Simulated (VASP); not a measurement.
# WS2 (2H WS2) (P6_3/mmc) in VASP: single point with PBE

Aim: the single point of WS2 (2H WS2) with PBE.

All numbers are computed with VASP 6.6.1; they aren't measurements. Logs are shortened: lines on timing, memory, paths and dates and some standing lists are left out, and cuts for length are marked.

## (1) The cell of the first run

The structure is hexagonal, space group P6_3/mmc (No. 194). Conventional cell: a = 3.180 Å, b = 3.180 Å, c = 12.500 Å, α = 90.00°, β = 90.00°, γ = 120.00°. W (site symmetry -6m2) has 6 S at 2.41 Å and 6 W at 3.18 Å within 3.2 Å. Within 3.2 Å of S (site symmetry 3m) lie 3 W at 2.41 Å and 7 S at 3.14 to 3.18 Å.

## (2) Single point, PBE

Contents of INCAR:

```
ALGO     = Normal         # electronic algorithm
EDIFF    = 1E-6           # SCF threshold, eV
ENCUT    = 520            # plane-wave cutoff, eV
GGA      = PE             # functional
ISIF     = 2              # what is computed and relaxed
ISMEAR   = 0              # smearing method
LASPH    = T              # aspherical terms in the spheres
LCHARG   = F              # write CHGCAR
LREAL    = F              # projectors in reciprocal space
LWAVE    = F              # write WAVECAR
NBANDS   = 35             # bands
NELM     = 60             # most SCF steps
PREC     = Accurate       # precision mode
SIGMA    = 0.01           # smearing width, eV
```

Contents of KPOINTS:

```
k-points
0
Gamma
  12 12 3
```

Contents of POSCAR:

```
WS2
1.0
    3.1800000000      0.0000000000      0.0000000000
   -1.5900000000      2.7539607840      0.0000000000
    0.0000000000      0.0000000000     12.5000000000
W S
2 4
Direct
    0.3333333333      0.6666666667      0.2500000000
    0.6666666667      0.3333333333      0.7500000000
    0.3333333333      0.6666666667      0.6244935763
    0.6666666667      0.3333333333      0.1244935763
    0.3333333333      0.6666666667      0.8755064237
    0.6666666667      0.3333333333      0.3755064237
```

Potentials or basis: VASP PAW PBE potentials, release 64 (W_sv, S).

Command:

```console
$ cat potpaw_PBE.64/W_sv/POTCAR potpaw_PBE.64/S/POTCAR > POTCAR
$ mpirun -np 1 vasp_std > vasp.out
```

OUTCAR:

```text
EDIFF = 1E-6
   ENCUT = 520
   GGA = PE
   ISIF = 2
   ISMEAR = 0
   LASPH = T
   LREAL = F
   NELM = 60
   PREC = Accurate

 ion  position               nearest neighbor table
   1  0.333  0.667  0.250-   4 2.41   6 2.41   4 2.41   6 2.41   4 2.41   6 2.41
   2  0.667  0.333  0.750-   3 2.41   5 2.41   3 2.41   5 2.41   3 2.41   5 2.41
   3  0.333  0.667  0.624-   2 2.41   2 2.41   2 2.41
   4  0.667  0.333  0.124-   1 2.41   1 2.41   1 2.41
   5  0.333  0.667  0.876-   2 2.41   2 2.41   2 2.41
   6  0.667  0.333  0.376-   1 2.41   1 2.41   1 2.41

  LATTYP: Found a hexagonal cell.
 ALAT       =     3.1800000000
 C/A-ratio  =     3.9308176101

  Lattice vectors:

 A1 = (   3.1800000000,   0.0000000000,   0.0000000000)
 A2 = (  -1.5900000000,   2.7539607840,   0.0000000000)
 A3 = (   0.0000000000,   0.0000000000,  12.5000000000)

Analysis of symmetry for initial positions (statically):
=====================================================================
 Subroutine PRICEL returns:
 Original cell was already a primitive cell.

 Routine SETGRP: Setting up the symmetry group for a
 hexagonal supercell.

 Subroutine GETGRP returns: Found 24 space group operations
 (whereof 12 operations were pure point group operations)
 out of a pool of 24 trial point group operations.

The static configuration has the point symmetry D_3d.
 The point group associated with its full space group is D_6h.

Analysis of symmetry for dynamics (positions and initial velocities):
=====================================================================
 Subroutine PRICEL returns:
 Original cell was already a primitive cell.

 Routine SETGRP: Setting up the symmetry group for a
 hexagonal supercell.

 Subroutine GETGRP returns: Found 24 space group operations
 (whereof 12 operations were pure point group operations)
 out of a pool of 24 trial point group operations.

The dynamic configuration has the point symmetry D_3d.
 The point group associated with its full space group is D_6h.

 Subroutine INISYM returns: Found 24 space group operations
 (whereof 12 operations are pure point group operations),
 and found     1 'primitive' translations

----------------------------------------------------------------------------------------

                                     Primitive cell

  volume of cell :     109.4699

  direct lattice vectors                    reciprocal lattice vectors
     3.180000000  0.000000000  0.000000000     0.314465409  0.181556688  0.000000000
    -1.590000000  2.753960784  0.000000000     0.000000000  0.363113377  0.000000000
     0.000000000  0.000000000 12.500000000     0.000000000  0.000000000  0.080000000

  length of vectors
     3.180000000  3.180000000 12.500000000     0.363113377  0.363113377  0.080000000

  position of ions in fractional coordinates (direct lattice)
     0.333333333  0.666666667  0.250000000
     0.666666667  0.333333333  0.750000000
     0.333333333  0.666666667  0.624493576
     0.666666667  0.333333333  0.124493576
     0.333333333  0.666666667  0.875506424
     0.666666667  0.333333333  0.375506424

  ion indices of the primitive-cell ions
   primitive index   ion index
                 1           1
                 2           2
                 3           3
                 4           4
                 5           5
                 6           6

----------------------------------------------------------------------------------------

 KPOINTS: k-points

Automatic generation of k-mesh.
 Grid dimensions read from file:
 generate k-points for:   12   12    3

 Generating k-lattice:

  Cartesian coordinates                     Fractional coordinates (reciprocal lattice)
     0.026205451  0.015129724  0.000000000     0.083333333  0.000000000  0.000000000
     0.000000000  0.030259448  0.000000000     0.000000000  0.083333333  0.000000000
     0.000000000  0.000000000  0.026666667     0.000000000  0.000000000  0.333333333

  Length of vectors
     0.030259448  0.030259448  0.026666667

  Shift w.r.t. Gamma in fractional coordinates (k-lattice)
     0.000000000  0.000000000  0.000000000

 Subroutine IBZKPT returns following result:
 ===========================================

 Found     38 irreducible k-points:

 Following reciprocal coordinates:
            Coordinates               Weight
  0.000000  0.000000  0.000000      1.000000
  0.083333 -0.000000  0.000000      6.000000
  0.166667 -0.000000  0.000000      6.000000
  0.250000 -0.000000  0.000000      6.000000
  0.333333 -0.000000  0.000000      6.000000
  0.416667 -0.000000  0.000000      6.000000
[... 16 lines left out ...]
  0.250000 -0.000000  0.333333     12.000000
  0.333333 -0.000000  0.333333     12.000000
 [... further k-points ...]
   k-points           NKPTS =     38   k-points in BZ     NKDIM =     38   number of bands    NBANDS=     35
   number of dos      NEDOS =    301   number of ions     NIONS =      6
   total plane-waves  NPLWV =  55296
   dimension x,y,z NGX =    24 NGY =   24 NGZ =   96
   dimension x,y,z NGXF=    48 NGYF=   48 NGZF=  192
   ions per type =               2   4
   NGX,Y,Z   is equivalent  to a cutoff of  12.55, 12.55, 12.77 a.u.
   NGXF,Y,Z  is equivalent  to a cutoff of  25.09, 25.09, 25.54 a.u.
 SYSTEM =  unknown system
   PREC   = accura    normal or accurate (medium, high low for compatibility)
   ISTART =      0    job   : 0-new  1-cont  2-samecut
   ICHARG =      2    charge: 1-file 2-atom 10-const
   ISPIN  =      1    spin polarized calculation?
   LNONCOLLINEAR =      F non collinear calculations
   LSORBIT =      F    spin-orbit coupling
   LASPH  =      T    aspherical Exc in radial PAW
   ENCUT  =  520.0 eV  38.22 Ry    6.18 a.u.   5.91  5.91 23.24*2*pi/ulx,y,z
   NELM   =     60;   NELMIN=  2; NELMDL= -5     # of ELM steps
   EDIFF  = 0.1E-05   stopping-criterion for ELM
   LREAL  =      F    real-space projection
   EDIFFG = 0.1E-04   stopping-criterion for IOM
   NSW    =      0    number of steps for IOM
   IBRION =     -1    ionic relax: 0-MD 1-quasi-New 2-CG
   NFREE  =      0    steps in history (QN), initial steepest desc. (CG)
   ISIF   =      2    stress and relaxation
   ISYM   =      2    0-nonsym 1-usesym 2-fastsym
   POTIM  = 0.5000    time-step for ionic-motion
   TEBEG  =    0.0;   TEEND  =   0.0 temperature during run
   PSTRESS=    0.0 pullay stress
   NELECT =      52.0000    total number of electrons
   NUPDOWN=      -1.0000    fix difference up-down
   EMIN   =  10.00;   EMAX   =-10.00  energy-range for DOS
   EFERMI =   0.00;   METHOD = LEGACY
   ISMEAR =     0;   SIGMA  =   0.01  broadening in eV -4-tet -1-fermi 0-gaus
   EFERMI_NEDOS =   21; number of points for ismear=-14 and -15
   IALGO  =     38    algorithm
   IMIX   =      4    mixing-type and parameters
     AMIX     =   0.40;   BMIX     =  1.00
     AMIX_MAG =   1.60;   BMIX_MAG =  1.00
  volume/ion in A,a.u.               =      18.24       123.12
  Fermi-wavevector in a.u.,A,eV,Ry     =   1.277353  2.413847 22.199688  1.631631
  Thomas-Fermi vector in A             =   2.409958
   LORBIT       =      0    0 simple, 1 ext, 2 COOP (PROOUT), +10 PAW based schemes
   GGA     = PE    functional components
   LHFCALC =     F    Hartree Fock is set to
   AEXX    =    0.0000 exact exchange contribution
   IVDW    =     0    specifies the selected vdW correction
   LEPSILON=     F    determine dielectric tensor
   LRPA    =     F    only Hartree local field effects (RPA)
 non-spin polarized calculation
 Gauss-broadening in eV      SIGMA  =   0.01
  energy-cutoff  :      520.00
  volume of cell :      109.47
 maximum number of plane-waves:      2976
 NGX is ok and might be reduce to    24
   NGX = 11   NGY = 11   NGZ = 47

 number of electron      52.0000006 magnetization

 Free energy of the ion-electron system (eV)
  ---------------------------------------------------
  ext. energy  EPLUGINS =         0.00000000
  ---------------------------------------------------
  free energy    TOTEN  =       -47.28272853 eV

  energy without entropy =      -47.28272853  energy(sigma->0) =      -47.28272853

 E-fermi :   7.3169     XC(G=0): -10.7816

 val. band max:        7.1030229513   @ k =   0.0000   0.0000   0.0000
 cond. band min:       8.1589677922   @ k =   0.1667   0.1667   0.0000
 fundamental gap:      1.0559448409
 Fermi energy:         7.3169223202

 k-point     1 :       0.0000    0.0000    0.0000
  band No.  band energies     occupation
      1     -67.5209      2.00000
      2     -67.5209      2.00000
      3     -31.7574      2.00000
      4     -31.7573      2.00000
      5     -31.6066      2.00000
      6     -31.6066      2.00000
[... 27 lines left out ...]
     34       9.6084      0.00000
     35      11.7526      0.00000

 k-point     2 :       0.0833   -0.0000    0.0000
  band No.  band energies     occupation
      1     -67.5198      2.00000
      2     -67.5197      2.00000
      3     -31.7533      2.00000
      4     -31.7532      2.00000
      5     -31.6296      2.00000
      6     -31.6296      2.00000
[... 27 lines left out ...]
     34       9.6156      0.00000
     35      12.2862      0.00000

 k-point     3 :       0.1667   -0.0000    0.0000
  band No.  band energies     occupation
      1     -67.5167      2.00000
      2     -67.5166      2.00000
      3     -31.7420      2.00000
      4     -31.7420      2.00000
      5     -31.6918      2.00000
      6     -31.6917      2.00000
[... 27 lines left out ...]
     34      10.1392      0.00000
     35      13.3501      0.00000
[... 723 lines left out ...]
 k-point    23 :       0.2500   -0.0000    0.3333
  band No.  band energies     occupation
      1     -67.5125      2.00000
      2     -67.5124      2.00000
      3     -31.7756      2.00000
      4     -31.7756      2.00000
      5     -31.7266      2.00000
      6     -31.7266      2.00000
[... 27 lines left out ...]
     34      10.6470      0.00000
     35      13.7727      0.00000

 k-point    24 :       0.3333   -0.0000    0.3333
  band No.  band energies     occupation
      1     -67.5082      2.00000
      2     -67.5082      2.00000
      3     -31.8583      2.00000
      4     -31.8583      2.00000
      5     -31.7112      2.00000
      6     -31.7112      2.00000
[... 27 lines left out ...]
     34      11.0364      0.00000
     35      12.9499      0.00000

 [... further k-points ...]
[... 5 lines left out ...]
  --------------------------------------------------------------------------------------
  -------------------------------------------------------------------------------------
  Total        0.8284123      0.8284123      1.6178045      0.0000000      0.0000000      0.0000000
  in kB       12.1244551     12.1244550     23.6778218      0.0000000      0.0000000      0.0000000
  external PRESSURE =      15.9755773 kB  Pullay stress =       0.0000000 kB

 VOLUME and BASIS-vectors are now :
 -----------------------------------------------------------------------------
  energy-cutoff  :      520.00
  volume of cell :      109.47
      direct lattice vectors                 reciprocal lattice vectors
     3.180000000  0.000000000  0.000000000     0.314465409  0.181556688  0.000000000
    -1.590000000  2.753960784  0.000000000     0.000000000  0.363113377  0.000000000
     0.000000000  0.000000000 12.500000000     0.000000000  0.000000000  0.080000000

 POSITION                                       TOTAL-FORCE (eV/Angst)
 -----------------------------------------------------------------------------------
     -0.00000      1.83597      3.12500         0.000000     -0.000000      0.000000
      1.59000      0.91799      9.37500        -0.000000      0.000000      0.000000
     -0.00000      1.83597      7.80617         0.000000      0.000000     -0.003103
      1.59000      0.91799      1.55617        -0.000000      0.000000     -0.003103
     -0.00000      1.83597     10.94383         0.000000      0.000000      0.003103
      1.59000      0.91799      4.69383        -0.000000      0.000000      0.003103
 -----------------------------------------------------------------------------------
    total drift:                               -0.000000      0.000000     -0.000000

  FREE ENERGIE OF THE ION-ELECTRON SYSTEM (eV)
  ---------------------------------------------------
  free  energy   TOTEN  =       -47.2827285342 eV

  energy  without entropy=      -47.2827285342  energy(sigma->0) =      -47.28272853
```

Run time: 4.5 min. Hardware: 1 thread of AMD EPYC 7R13 (Zen 3), shared host; peak memory 0.25 GiB.

What came out:

| Quantity | Value |
| --- | --- |
| Free energy | -47.2827 eV |
| Pressure | 1.6 GPa |
| Largest force | 0.003 eV/Å |
| Band gap on the k mesh | 1.06 eV, indirect (least direct gap 1.76 eV) |

Forces in eV/Å, atoms in the order of the input:
```
W    0.000  0.000  0.000
W    0.000  0.000  0.000
S    0.000  0.000 -0.003
S    0.000  0.000 -0.003
S    0.000  0.000  0.003
S    0.000  0.000  0.003
```

Caveat: spin-orbit coupling is left out, which moves the levels of the heavy elements; this functional lacks dispersion, which binds the layers, so the pressure and a relaxed spacing across them are unreliable. A k mesh can miss the band edges.
